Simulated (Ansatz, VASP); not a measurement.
K: VASP beside Ansatz

```
K
1.0
    -2.72617    2.72617    2.72617
     2.72617   -2.72617    2.72617
     2.72617    2.72617   -2.72617
K
1
Direct
  0.00000 0.00000 0.00000
```

Alike in both runs: task single point; functional PBE; k mesh 12 × 12 × 12; occupations gaussian, width 0.1 eV; no spin polarisation.

```csv
,VASP,Ansatz
version,VASP 6.6.1,Ansatz 0.2.0
potentials or method,"VASP PAW PBE potentials, release 64 (K_sv), cutoff 520 eV","scalar-relativistic, plane waves, PAW"
valence electrons in the cell,9,9
```

```csv
,VASP,Ansatz,Ansatz less VASP
gap on the k mesh at the Fermi level (eV),none,none,-
pressure (GPa),-0.3,-0.3,+0.01
```

A gap of «none» marks a metal or a gap that the smearing closes. With one functional, cell and mesh, what is left measures potentials, basis and numerics.
